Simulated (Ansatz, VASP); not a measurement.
**Two plane-wave programs on In**

The input POSCAR:

```
In
1.0
    0.0000000000      3.4333754154      3.4333754154
    3.4333754154      0.0000000000      3.4333754154
    3.4333754154      3.4333754154      0.0000000000
In
2
Direct
    0.1250000000      0.1250000000      0.1250000000
    0.8750000000      0.8750000000      0.8750000000
```

File INCAR.step1:

```
SYSTEM = In
  ALGO = Normal
  EDIFF = 1E-4
  ENCUT = 520
  GGA = PE
  ISMEAR = -1
  LASPH = .TRUE.
  LCHARG = .FALSE.
  LREAL = .FALSE.
  LWAVE = .TRUE.
  NBANDS = 20
  NELM = 60
  PREC = Accurate
  SIGMA = 0.1
```

INCAR.step2

```
SYSTEM = In
  ALGO = Normal
  EDIFF = 1E-6
  ENCUT = 520
  ISIF = 2
  ISMEAR = -1
  ISTART = 1
  LASPH = .TRUE.
  LCHARG = .FALSE.
  LMIXTAU = .TRUE.
  LREAL = .FALSE.
  LWAVE = .FALSE.
  METAGGA = R2SCAN
  NBANDS = 20
  NELM = 60
  PREC = Accurate
  SIGMA = 0.1
```

KPOINTS

```
k-points
0
G
  9 9 9
  0 0 0
```

Input for Ansatz:

```yaml
crystal:
  lattice:
    - [0.0, 3.4333754154, 3.4333754154]
    - [3.4333754154, 0.0, 3.4333754154]
    - [3.4333754154, 3.4333754154, 0.0]
  atoms:
    - { symbol: In, position: [0.125, 0.125, 0.125] }
    - { symbol: In, position: [0.875, 0.875, 0.875] }
hamiltonian:
  xc: r2scan
  pseudopotentials:
    kind: paw
    azcp:
      In: "pseudopotentials/In.paw.azcp"
basis:
  ecutwfc: 500
  fft_grid_basis: typed
kpoints:
  mp_grid: { grid: [9, 9, 9], shift: [0, 0, 0] }
magnetization:
  spin_polarized: false
scf:
  occupations: { method: fermi_dirac, width: 0.1 }
  lower_state_search: "off"
output:
  stress: true
```

Alike in both runs: task single point; functional r2SCAN; k mesh 9 × 9 × 9; occupations fermi-dirac, width 0.1 eV; no spin polarisation.

|  | VASP | Ansatz |
| --- | --- | --- |
| version | VASP 6.6.1 | Ansatz 0.2.0 |
| potentials or method | VASP PAW PBE potentials, release 64 (In_d), cutoff 520 eV | plane waves (500 eV) with PAW, scalar-relativistic |
| valence electrons in the cell | 26 | 26 |

|  | VASP | Ansatz | Ansatz less VASP |
| --- | --- | --- | --- |
| pressure (GPa) | -2.4 | -2.3 | +0.03 |

VASP's potentials were made for PBE, not for r2SCAN.
